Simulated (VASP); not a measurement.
Set up this calculation in VASP 6.6.1, as the native input.

* Task: single point
* Functional: PBE
* Potentials or basis: VASP PAW PBE potentials, release 64 (Ti_sv, Mn_pv, H)
* Cutoff: 520 eV
* k mesh: 4 × 4 × 4
* Occupations: gaussian, width 0.1 eV
* Spin: collinear spin, ferromagnetic start
* Starting moments: [0.0, 4.0, 0.0, 0.0, 0.0, 0.0, 0.0, 0.0] μB
* Dipole correction: no
* Further INCAR settings: ALGO = Normal; EDIFF = 1e-06; NBANDS = 30

The structure of TiMnH6 lies in POSCAR:

```
TiMnH6
1.0
    0.0000000000      3.4387517485      3.4387517485
    3.4387517485      0.0000000000      3.4387517485
    3.4387517485      3.4387517485      0.0000000000
Ti Mn H
1 1 6
Direct
    0.5000000000      0.5000000000      0.5000000000
    0.0000000000      0.0000000000      0.0000000000
    0.7659875193      0.2340124807      0.2340124807
    0.2340124807      0.7659875193      0.7659875193
    0.2340124807      0.7659875193      0.2340124807
    0.7659875193      0.2340124807      0.7659875193
    0.2340124807      0.2340124807      0.7659875193
    0.7659875193      0.7659875193      0.2340124807
```

These files were run (other wordings do the same):

INCAR

```
PREC     = Accurate       # precision mode
ENCUT    = 520            # plane-wave cutoff, eV
EDIFF    = 1E-6           # SCF threshold, eV
ISMEAR   = 0              # smearing method
SIGMA    = 0.1            # smearing width, eV
LREAL    = F              # projectors in reciprocal space
LASPH    = T              # aspherical terms in the spheres
NELM     = 150            # most SCF steps
ALGO     = Normal         # electronic algorithm
ISIF     = 2              # what is computed and relaxed
LWAVE    = F              # write WAVECAR
LCHARG   = F              # write CHGCAR
ISPIN    = 2              # spin polarisation
MAGMOM   = 0 4 0 0 0 0 0 0 # initial moments
LORBIT   = 11             # projections on sites
LMAXMIX  = 4              # l up to which the mixer works
GGA      = PE             # functional
NBANDS   = 30             # bands
```

KPOINTS

```
regular mesh
0
Gamma
  4 4 4
```

Potentials or basis: VASP PAW PBE potentials, release 64 (Ti_sv, Mn_pv, H).

Command:

```sh
$ cat potpaw_PBE.64/Ti_sv/POTCAR potpaw_PBE.64/Mn_pv/POTCAR potpaw_PBE.64/H/POTCAR > POTCAR
$ mpirun -np 1 vasp_std > vasp.out
```

Results of the run:

```
Pressure                                              : -0.2 GPa
Largest force                                         : 0.027 eV/Å
Net moment                                            : 1.15 μB per cell
Site moments                                          : Ti -1.03; Mn +2.54; H -0.01 μB
Valence electrons inside the program's atomic spheres : Ti 10.11; Mn 11.78; H 0.59
```

Caveat: the k points lie up to 0.40 Å⁻¹ apart.

Wall time 34 s on 1 thread of Intel(R) Xeon(R) 6975P-C (Granite Rapids), with other jobs on the host, peak memory 0.25 GiB.
